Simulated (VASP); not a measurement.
Wanted: the native input for a VASP 6.6.1 run.

- Task: single point
- Functional: r2SCAN
- Potentials or basis: VASP PAW PBE potentials, release 64 (Ti_sv, Al)
- Cutoff: 520 eV
- k mesh: 14 × 14 × 14
- Occupations: gaussian, width 0.1 eV
- Spin: no spin polarisation
- Dipole correction: no
- Further INCAR settings: ALGO = Normal; EDIFF = 1e-07; NBANDS = 18

Crystal: TiAl3.

```
CELL_PARAMETERS angstrom
3.95567 0.00000 0.00000
0.00000 3.95567 0.00000
0.00000 0.00000 3.95567
ATOMIC_POSITIONS crystal
Ti 0.00000 0.00000 0.00000
Al 0.50000 0.50000 0.00000
Al 0.50000 0.00000 0.50000
Al 0.00000 0.50000 0.50000
```

These files were run (other wordings do the same):

POSCAR

```
TiAl3
1.0
    3.9556712500      0.0000000000      0.0000000000
    0.0000000000      3.9556712500      0.0000000000
    0.0000000000      0.0000000000      3.9556712500
Ti Al
1 3
Direct
    0.0000000000      0.0000000000      0.0000000000
    0.5000000000      0.5000000000      0.0000000000
    0.5000000000      0.0000000000      0.5000000000
    0.0000000000      0.5000000000      0.5000000000
```

INCAR.step1

```
  PREC = Accurate
  ENCUT = 520
  ISMEAR = 0
  SIGMA = 0.1
  LREAL = False
  LASPH = True
  NELM = 100
  NBANDS = 18
  GGA = PE
  ALGO = Normal
  EDIFF = 1E-4
  LWAVE = True
  LCHARG = False
```

INCAR.step2

```
  PREC = Accurate
  ENCUT = 520
  EDIFF = 1E-7
  ISMEAR = 0
  SIGMA = 0.1
  LREAL = False
  LASPH = True
  NELM = 100
  ALGO = Normal
  ISIF = 2
  LWAVE = False
  LCHARG = True
  METAGGA = R2SCAN
  LMIXTAU = True
  LELF = True
  LVHAR = True
  NBANDS = 18
  ISTART = 1
```

KPOINTS

```
regular mesh
0
Gamma
  14 14 14
```

Potentials or basis: VASP PAW PBE potentials, release 64 (Ti_sv, Al).

Command:

```console
$ cat potpaw_PBE.64/Ti_sv/POTCAR potpaw_PBE.64/Al/POTCAR > POTCAR
$ cp INCAR.step1 INCAR
$ mpirun -np 1 vasp_std > vasp.out
$ cp INCAR.step2 INCAR
$ mpirun -np 1 vasp_std > vasp.out
```

Results of the run:

```
Pressure : -0.1 GPa
```

Caveat: the PAW data sets were made with another functional, which shifts forces and pressure a little.

It took 4.8 min on 1 thread of AMD EPYC 9R45 96-Core Processor (Zen 5), with other jobs on the host, peak memory 0.23 GiB.
